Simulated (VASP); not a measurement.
# Ti (I4/mmm) in VASP: notebook

Runs on Ti. Level: PBE. Tasks: single point.

Program: VASP 6.6.1. These are calculated values, not measurements. Logs are shortened: lines on timing, memory, paths and dates and some standing lists are left out, and cuts for length are marked.

### 1 The cell of the first run

It takes space group I4/mmm (No. 139, tetragonal). Conventional cell: a = 2.733 Å, b = 2.733 Å, c = 4.260 Å, α = 90.00°, β = 90.00°, γ = 90.00°. Ti (site symmetry 4/mmm) has 12 Ti at 2.73 to 2.88 Å within 3.6 Å.

### 2 Single point, PBE (biaxial strain in the a-b plane: -6.0 %)

Contents of INCAR:

```
SYSTEM = Ti
ALGO = Fast
EDIFF = 1E-7
ENCUT = 520
GGA = PE
ISIF = 2
ISMEAR = 0
LASPH = .TRUE.
LCHARG = .FALSE.
LREAL = .FALSE.
LWAVE = .FALSE.
NBANDS = 19
NELM = 100
PREC = Accurate
SIGMA = 0.1
```

Contents of KPOINTS:

```
k-points
0
G
  18 18 12
  0 0 0
```

Contents of POSCAR:

```
Ti
1.0
    1.9326564713      1.9326564713      0.0000000000
   -1.9326564713      1.9326564713      0.0000000000
    0.0000000000      0.0000000000      4.2600683070
Ti
2
Direct
    0.0000000000      0.0000000000      0.0000000000
    0.5000000000      0.5000000000      0.5000000000
```

Potentials or basis: VASP PAW PBE potentials, release 64 (Ti_sv).

Run with:

```
cat potpaw_PBE.64/Ti_sv/POTCAR > POTCAR
mpirun -np 1 vasp_std > vasp.out
```

OUTCAR:

```text
SYSTEM = Ti
   EDIFF = 1E-7
   ENCUT = 520
   GGA = PE
   ISIF = 2
   ISMEAR = 0
   LASPH = .TRUE.
   LREAL = .FALSE.
   NELM = 100
   PREC = Accurate

 ion  position               nearest neighbor table
   1  0.000  0.000  0.000-   2 2.88   2 2.88   2 2.88   2 2.88   2 2.88   2 2.88   2 2.88   2 2.88

   2  0.500  0.500  0.500-   1 2.88   1 2.88   1 2.88   1 2.88   1 2.88   1 2.88   1 2.88   1 2.88

  LATTYP: Found a simple tetragonal cell.
 ALAT       =     2.7331889931
 C/A-ratio  =     1.5586438837

  Lattice vectors:

 A1 = (   1.9326564713,   1.9326564713,   0.0000000000)
 A2 = (  -1.9326564713,   1.9326564713,   0.0000000000)
 A3 = (   0.0000000000,   0.0000000000,   4.2600683070)

Analysis of symmetry for initial positions (statically):
=====================================================================
 Subroutine PRICEL returns following result:

  LATTYP: Found a body centered tetragonal cell.
 ALAT       =     2.7331889931
 C/A-ratio  =     1.5586438837

  Lattice vectors:

 A1 = (   1.9326564713,   0.0000000000,  -2.1300341535)
 A2 = (  -1.9326564713,   0.0000000000,  -2.1300341535)
 A3 = (   0.0000000000,   1.9326564713,   2.1300341535)

   2 primitive cells build up your supercell.

 Routine SETGRP: Setting up the symmetry group for a
 simple tetragonal supercell.

 Subroutine GETGRP returns: Found 16 space group operations
 (whereof 16 operations were pure point group operations)
 out of a pool of 16 trial point group operations.

The static configuration has the point symmetry D_4h.

Analysis of symmetry for dynamics (positions and initial velocities):
=====================================================================
 Subroutine PRICEL returns following result:

  LATTYP: Found a body centered tetragonal cell.
 ALAT       =     2.7331889931
 C/A-ratio  =     1.5586438837

  Lattice vectors:

 A1 = (   1.9326564713,   0.0000000000,  -2.1300341535)
 A2 = (  -1.9326564713,   0.0000000000,  -2.1300341535)
 A3 = (   0.0000000000,   1.9326564713,   2.1300341535)

   2 primitive cells build up your supercell.

 Routine SETGRP: Setting up the symmetry group for a
 simple tetragonal supercell.

 Subroutine GETGRP returns: Found 16 space group operations
 (whereof 16 operations were pure point group operations)
 out of a pool of 16 trial point group operations.

[... 86 lines left out ...]
   NGX,Y,Z   is equivalent  to a cutoff of  12.16, 12.16, 12.49 a.u.
   NGXF,Y,Z  is equivalent  to a cutoff of  24.33, 24.33, 24.98 a.u.
 SYSTEM =  Ti
   PREC   = accura    normal or accurate (medium, high low for compatibility)
   ISTART =      0    job   : 0-new  1-cont  2-samecut
   ICHARG =      2    charge: 1-file 2-atom 10-const
   ISPIN  =      1    spin polarized calculation?
   LNONCOLLINEAR =      F non collinear calculations
   LSORBIT =      F    spin-orbit coupling
   LASPH  =      T    aspherical Exc in radial PAW
   ENCUT  =  520.0 eV  38.22 Ry    6.18 a.u.   5.08  5.08  7.92*2*pi/ulx,y,z
   NELM   =    100;   NELMIN=  2; NELMDL= -5     # of ELM steps
   EDIFF  = 0.1E-06   stopping-criterion for ELM
   LREAL  =      F    real-space projection
   EDIFFG = 0.1E-05   stopping-criterion for IOM
   NSW    =      0    number of steps for IOM
   IBRION =     -1    ionic relax: 0-MD 1-quasi-New 2-CG
   NFREE  =      0    steps in history (QN), initial steepest desc. (CG)
   ISIF   =      2    stress and relaxation
   ISYM   =      2    0-nonsym 1-usesym 2-fastsym
   POTIM  = 0.5000    time-step for ionic-motion
   TEBEG  =    0.0;   TEEND  =   0.0 temperature during run
   PSTRESS=    0.0 pullay stress
   NELECT =      24.0000    total number of electrons
   NUPDOWN=      -1.0000    fix difference up-down
   EMIN   =  10.00;   EMAX   =-10.00  energy-range for DOS
   EFERMI =   0.00;   METHOD = LEGACY
   ISMEAR =     0;   SIGMA  =   0.10  broadening in eV -4-tet -1-fermi 0-gaus
   EFERMI_NEDOS =   21; number of points for ismear=-14 and -15
   IALGO  =     68    algorithm
   IMIX   =      4    mixing-type and parameters
     AMIX     =   0.40;   BMIX     =  1.00
     AMIX_MAG =   1.60;   BMIX_MAG =  1.00
  volume/ion in A,a.u.               =      15.91       107.38
  Fermi-wavevector in a.u.,A,eV,Ry     =   1.490138  2.815953 30.211907  2.220513
  Thomas-Fermi vector in A             =   2.602958
   LORBIT       =      0    0 simple, 1 ext, 2 COOP (PROOUT), +10 PAW based schemes
   GGA     = PE    functional components
   LHFCALC =     F    Hartree Fock is set to
   AEXX    =    0.0000 exact exchange contribution
   IVDW    =     0    specifies the selected vdW correction
   LEPSILON=     F    determine dielectric tensor
   LRPA    =     F    only Hartree local field effects (RPA)
 non-spin polarized calculation
 RMM-DIIS sequential band-by-band and
 Gauss-broadening in eV      SIGMA  =   0.10
  energy-cutoff  :      520.00
  volume of cell :       31.82
 maximum number of plane-waves:       880
   NGX = 11   NGY = 11   NGZ = 15

 number of electron      24.0000006 magnetization

 Free energy of the ion-electron system (eV)
  ---------------------------------------------------
  ext. energy  EPLUGINS =         0.00000000
  ---------------------------------------------------
  free energy    TOTEN  =       -15.45264807 eV

  energy without entropy =      -15.43335876  energy(sigma->0) =      -15.44300341

 E-fermi :   9.1486     XC(G=0): -11.9160

 val. band max:        9.1477216843   @ k =   0.2222   0.1667   0.1667
 cond. band min:       9.1510344635   @ k =   0.2778   0.0000   0.0833
 fundamental gap:      0.0033127792
 Fermi energy:         9.1486204974

 k-point     1 :       0.0000    0.0000    0.0000
  band No.  band energies     occupation
      1     -47.3892      2.00000
      2     -47.2027      2.00000
      3     -23.9339      2.00000
      4     -23.3410      2.00000
      5     -23.3410      2.00000
      6     -23.1462      2.00000
[... 505 lines left out ...]
      6     -23.3065      2.00000
[... 11 lines left out ...]
     18      12.6423      0.00000
     19      12.8906      0.00000

 [... further k-points ...]
[... 5 lines left out ...]
  --------------------------------------------------------------------------------------
  -------------------------------------------------------------------------------------
  Total        2.2712661      2.2712661      1.6782779      0.0000000      0.0000000      0.0000000
  in kB      114.3464560    114.3464560     84.4925773      0.0000000      0.0000000      0.0000000
  external PRESSURE =     104.3951631 kB  Pullay stress =       0.0000000 kB

 VOLUME and BASIS-vectors are now :
 -----------------------------------------------------------------------------
  energy-cutoff  :      520.00
  volume of cell :       31.82
      direct lattice vectors                 reciprocal lattice vectors
     1.932656471  1.932656471  0.000000000     0.258711265  0.258711265  0.000000000
    -1.932656471  1.932656471  0.000000000    -0.258711265  0.258711265  0.000000000
     0.000000000  0.000000000  4.260068307     0.000000000  0.000000000  0.234738020

 POSITION                                       TOTAL-FORCE (eV/Angst)
 -----------------------------------------------------------------------------------
      0.00000      0.00000      0.00000         0.000000     -0.000000     -0.000000
      0.00000      1.93266      2.13003        -0.000000      0.000000      0.000000
 -----------------------------------------------------------------------------------
    total drift:                               -0.000000      0.000000      0.000000

  FREE ENERGIE OF THE ION-ELECTRON SYSTEM (eV)
  ---------------------------------------------------
  free  energy   TOTEN  =       -15.4526480700 eV

  energy  without entropy=      -15.4333587559  energy(sigma->0) =      -15.44300341
```

OSZICAR:

```text
N       E                     dE             d eps       ncg     rms          rms(c)
DAV:   1     0.255531365573E+03    0.25553E+03   -0.12708E+04 14646   0.159E+03
DAV:   2     0.762295225522E+01   -0.24791E+03   -0.24374E+03 14977   0.438E+02
DAV:   3    -0.164053334272E+02   -0.24028E+02   -0.23676E+02 26587   0.119E+02
[... 42 lines left out ...]
RMM:  46    -0.154526476872E+02   -0.15032E-06   -0.18682E-06 11668   0.412E-03    0.225E-03
RMM:  47    -0.154526478138E+02   -0.12658E-06   -0.15872E-06 11392   0.383E-03    0.245E-03
RMM:  48    -0.154526479160E+02   -0.10224E-06   -0.13038E-06 11366   0.358E-03    0.261E-03
RMM:  49    -0.154526480014E+02   -0.85419E-07   -0.10922E-06 11239   0.336E-03    0.277E-03
RMM:  50    -0.154526480700E+02   -0.68561E-07   -0.91450E-07 11237   0.316E-03
   1 F= -.15452648E+02 E0= -.15443003E+02  d E =-.192893E-01
```

stdout:

```text
POSCAR found type information on POSCAR Ti
 POSCAR found :  1 types and       2 ions
 scaLAPACK will be used
 LDA part: xc-table for (Slater+PW92), standard interpolation
[... 64 lines left out ...]
 num prob  num prob  num prob  num prob WARNING in EDDRMM: call to ZHEGV failed, returncode =   6  3     14
 num prob WARNING in EDDRMM: call to ZHEGV failed, returncode =   8  4     14
 num prob  num prob  num prob  num prob  num prob  num prob  num prob  num prob  num prob  num prob  num prob  num prob  num prob  num prob  num prob  num prob WARNING in EDDRMM: call to ZHEGV failed, returncode =   6  3      9
 num prob  num prob  num prob  num prob  num prob  num prob  num prob  num prob  num prob RMM:  34    -0.154526408578E+02   -0.16484E-05   -0.20060E-05 16789   0.133E-02    0.257E-03
 num prob  num prob  num prob WARNING in EDDRMM: call to ZHEGV failed, returncode =   6  3     16
 num prob  num prob  num prob  num prob  num prob  num prob  num prob  num prob  num prob  num p
```

It took 11 min on 1 thread of AMD EPYC 7R13, shared host; peak memory 0.26 GiB.

What came out:

```yaml
Free_energy: -15.4526 eV
Pressure: 10.4 GPa
Band_gap_on_the_k_mesh: zero (bands 12 and 13 overlap by 1.37 eV)
```

Caveat: the cell differs from its parent crystal (biaxial strain in the a-b plane: -6.0 %); the cell stands under pressure.

### 3 Single point, PBE (biaxial strain in the a-b plane: -6.0 %, then relaxed in part)

Contents of INCAR:

```
PREC = Accurate ; ENCUT = 520
EDIFF = 1E-7 ; ISMEAR = 0
SIGMA = 0.1 ; LREAL = F
LASPH = T ; NELM = 80
ALGO = Fast ; ISIF = 2
LWAVE = F ; LCHARG = F
GGA = PE ; NBANDS = 19
```

Contents of KPOINTS:

```
regular mesh
0
Gamma
  18 18 12
```

POSCAR, as its differences from that of step 2:

```diff
@@ -4,3 +4,3 @@
    -1.9326564713      1.9326564713      0.0000000000
-    0.0000000000      0.0000000000      4.2600683070
+    0.0000000000      0.0000000000      4.5058744822
 Ti
```

Potentials or basis: VASP PAW PBE potentials, release 64 (Ti_sv).

Run with:

```
cat potpaw_PBE.64/Ti_sv/POTCAR > POTCAR
mpirun -np 1 vasp_std > vasp.out
```

Run time: 14 min. Hardware: 1 thread of AMD EPYC 7R13, shared host; peak memory 0.27 GiB.

The run converged. Its results:

| Quantity | Value |
| --- | --- |
| Free energy | -15.4996 eV |
| Pressure | 2.9 GPa |
| Band gap on the k mesh | zero (bands 12 and 13 overlap by 1.04 eV) |

Stress tensor (GPa, compression positive):
```
 4.53  0.00  0.00
 0.00  4.53  0.00
 0.00  0.00 -0.33
```

Levels at points of the mesh, in eV from the Fermi level:
| k point | band 9 | band 10 | band 11 | band 12 | band 13 | band 14 | band 15 | band 16 |
| --- | --- | --- | --- | --- | --- | --- | --- | --- |
| (0.00, 0.00, 0.00) | -6.09 | -2.66 | -1.56 | 0.14 | 1.34 | 1.51 | 1.51 | 1.74 |
| (0.50, 0.00, 0.00) | -1.71 | -1.71 | -0.80 | -0.80 | 0.00 | 0.00 | 2.02 | 2.02 |
| (0.50, 0.50, 0.00) | -2.61 | -2.61 | -1.68 | -1.68 | 3.46 | 3.46 | 3.58 | 3.58 |
| (0.00, 0.00, 0.50) | -4.12 | -4.12 | -0.79 | -0.79 | 0.48 | 0.48 | 2.56 | 2.56 |
| (0.50, 0.00, 0.50) | -2.58 | -2.58 | 0.23 | 0.23 | 0.85 | 0.85 | 1.51 | 1.51 |
| (0.50, 0.50, 0.50) | -1.91 | -1.91 | -0.16 | -0.16 | -0.16 | -0.16 | 2.13 | 2.13 |

Caveat: the cell differs from its parent crystal (biaxial strain in the a-b plane: -6.0 %, then relaxed in part).

### 4 Single point, PBE (biaxial strain in the a-b plane: -4.0 %, then relaxed in part)

Contents of INCAR:

```
ALGO = Fast
EDIFF = 1E-6
ENCUT = 520
GGA = PE
ISIF = 2
ISMEAR = 0
LASPH = T
LCHARG = T
LELF = T
LREAL = F
LVHAR = T
LWAVE = F
NBANDS = 19
NELM = 60
PREC = Accurate
SIGMA = 0.1
```

Contents of KPOINTS:

```
k-points
0
Gamma
  18 18 12
```

Contents of POSCAR:

```
Ti
1.0
    1.9737768218      1.9737768218      0.0000000000
   -1.9737768218      1.9737768218      0.0000000000
    0.0000000000      0.0000000000      4.3715975947
Ti
2
Direct
    0.0000000000      0.0000000000      0.0000000000
    0.5000000000      0.5000000000      0.5000000000
```

Run with:

```
cat potpaw_PBE.64/Ti_sv/POTCAR > POTCAR
mpirun -np 1 vasp_std > vasp.out
```

Wall time 14 min (1 thread of AMD EPYC 7R13, shared host); peak memory 0.29 GiB.

The run converged. Its results:

| Property | Result |
| --- | --- |
| Free energy | -15.5349 eV |
| Pressure | 1.8 GPa |
| Band gap on the k mesh | zero (bands 12 and 13 overlap by 1.23 eV) |

Stress tensor (GPa, compression positive):
```
 2.92  0.00  0.00
 0.00  2.92  0.00
 0.00  0.00 -0.32
```

Levels at points of the mesh, in eV from the Fermi level:
| k point | band 9 | band 10 | band 11 | band 12 | band 13 | band 14 | band 15 | band 16 |
| --- | --- | --- | --- | --- | --- | --- | --- | --- |
| (0.00, 0.00, 0.00) | -6.10 | -2.64 | -1.60 | 0.38 | 1.25 | 1.25 | 1.79 | 2.03 |
| (0.50, 0.00, 0.00) | -1.87 | -1.87 | -0.66 | -0.66 | -0.01 | -0.01 | 1.90 | 1.90 |
| (0.50, 0.50, 0.00) | -2.59 | -2.59 | -1.73 | -1.73 | 3.59 | 3.59 | 3.61 | 3.61 |
| (0.00, 0.00, 0.50) | -4.03 | -4.03 | -0.71 | -0.71 | 0.70 | 0.70 | 2.36 | 2.36 |
| (0.50, 0.00, 0.50) | -2.59 | -2.59 | 0.39 | 0.39 | 0.75 | 0.75 | 1.25 | 1.25 |
| (0.50, 0.50, 0.50) | -1.77 | -1.77 | -0.24 | -0.24 | -0.24 | -0.24 | 2.09 | 2.09 |

Caveat: the cell differs from its parent crystal (biaxial strain in the a-b plane: -4.0 %, then relaxed in part).

### 5 Single point, PBE (strained)

Contents of INCAR:

```
ALGO = Normal
EDIFF = 1E-6
ENCUT = 520
GGA = PE
ISIF = 2
ISMEAR = 0
LASPH = T
LCHARG = F
LREAL = F
LWAVE = F
NBANDS = 12
NELM = 100
PREC = Accurate
SIGMA = 0.1
```

Contents of KPOINTS:

```
k-points
0
Gamma
  16 16 16
```

Contents of POSCAR:

```
Ti
1.0
    0.0000000000      2.1183456000      1.9356456000
    2.1183456000      0.0000000000      1.9356456000
    2.1183456000      2.1183456000      0.0000000000
Ti
1
Direct
    0.0000000000      0.0000000000      0.0000000000
```

Run with:

```
cat potpaw_PBE.64/Ti_sv/POTCAR > POTCAR
mpirun -np 1 vasp_std > vasp.out
```

Wall time 28 s (1 thread of AMD EPYC 9R45 (Zen 5), shared host); peak memory 0.16 GiB.

Results (log left out):

| Quantity | Value |
| --- | --- |
| Free energy | -7.7715 eV |
| Pressure | -0.3 GPa |
| Band gap on the k mesh | zero (bands 6 and 7 overlap by 1.31 eV) |

Stress tensor (GPa, compression positive):
```
-1.24  0.00  0.00
 0.00 -1.24  0.00
 0.00  0.00  1.72
```

Levels at points of the mesh, in eV from the Fermi level:
```csv
k point,band 3,band 4,band 5,band 6,band 7,band 8,band 9,band 10
"(0.00, 0.00, 0.00)",-32.55,-32.54,-6.07,0.71,0.71,1.36,2.10,2.84
"(0.50, 0.00, 0.00)",-32.68,-32.59,-2.56,0.39,0.68,1.21,3.40,3.76
"(0.50, 0.50, 0.00)",-32.85,-32.85,-2.50,-1.83,3.58,3.87,3.87,4.05
"(0.50, 0.00, 0.50)",-32.80,-32.70,-2.57,-1.56,2.33,3.53,3.60,4.06
```

Caveat: the cell differs from its parent crystal (strained).

### 6 Overview

```csv
cell,k mesh,gap on the mesh (eV),pressure (GPa)
"a = 2.733, b = 2.733, c = 4.260 Å, 2 atoms, atomic positions A",18 × 18 × 12,none,10.4
"a = 2.733, b = 2.733, c = 4.506 Å, 2 atoms, atomic positions A",18 × 18 × 12,none,2.9
"a = 2.791, b = 2.791, c = 4.372 Å, 2 atoms, atomic positions A",18 × 18 × 12,none,1.8
"a = 2.870, b = 2.870, c = 2.996 Å, angles 58.5, 58.5, 62.9°, 1 atom, atomic positions B",16 × 16 × 16,none,-0.3
```

Alike in all rows: task single point; level PBE; potentials or basis VASP PAW PBE potentials, release 64 (Ti_sv); no spin polarisation; cutoff (eV) 520; smearing gaussian 0.1 eV.

Caveats: the cell stands under pressure (at least some runs).

Absolute energies hang on the potentials; compare differences alone.
